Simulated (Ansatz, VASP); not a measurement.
# Two plane-wave programs on HfGe

```
Hf Ge
1.0
     3.50084    0.00000    0.00000
     0.00000    3.50084    0.00000
     0.00000    0.00000    3.50084
Hf Ge
1 1
Direct
  0.00000 0.00000 0.00000
  0.50000 0.50000 0.50000
```

Alike in both runs: functional PBE; k mesh 6 × 6 × 6; occupations fermi-dirac, width 0.05 eV; non-collinear spin, spin-orbit coupling.

|  | VASP | Ansatz |
| --- | --- | --- |
| version | VASP 6.6.1 | Ansatz 0.2.0 |
| potentials or method | VASP PAW PBE potentials, release 64 (Hf_pv, Ge_d) | Ansatz PAW |
| plane-wave cutoff (eV) | 520 | 420 |
| valence electrons in the cell | 24 | 40 |
| task | single point | band structure |

Ansatz gave:

- pressure (GPa): -11.9
- net moment per atom (μB): 0.00

Q: Which values does VASP return?

A: Pressure (GPa): -12.2; net moment per atom (μB): 0.00.

With one functional, cell and mesh, what is left measures potentials, basis and numerics. VASP's potentials hold 24 valence electrons a cell and Ansatz's 40, so a difference there can come from the potentials and not from the codes.
